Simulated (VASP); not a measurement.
Here is a VASP 6.6.1 calculation.

File INCAR:

```
PREC = Accurate ; ENCUT = 520
EDIFF = 1E-6 ; ISMEAR = 1
SIGMA = 0.05 ; LREAL = False
LASPH = True ; NELM = 100
ALGO = Normal ; ISIF = 2
LWAVE = False ; LCHARG = True
GGA = PS ; LELF = True
LVHAR = True ; NBANDS = 18
```

File KPOINTS:

```
regular mesh
0
Gamma
  13 13 7
```

Contents of POSCAR:

```
Ta
1.0
    2.8629198565      0.0000000000      0.0000000000
   -1.4314599283      2.4793613247      0.0000000000
    0.0000000000      0.0000000000      5.0995625454
Ta
2
Direct
    0.6666666667      0.3333333333      0.7500000000
    0.3333333333      0.6666666667      0.2500000000
```

Potentials or basis: VASP PAW PBE potentials, release 64 (Ta_pv).

The run is started by

```console
$ cat potpaw_PBE.64/Ta_pv/POTCAR > POTCAR
$ mpirun -np 1 vasp_std > vasp.out
```

**Question.** What does it give for the pressure?

**Answer.** 0.2 GPa.

**Question.** What does it give for the band gap on the k mesh?

**Answer.** Zero (band 11 reaches 6.90 eV, above the bottom of band 12 at 5.16 eV).

Stress tensor (GPa, compression positive):
```
 0.49  0.00  0.00
 0.00  0.49  0.00
 0.00  0.00 -0.50
```

Caveat: the PAW data sets were made with another functional, which shifts forces and pressure a little; spin-orbit coupling is left out, which moves the levels of the heavy elements.
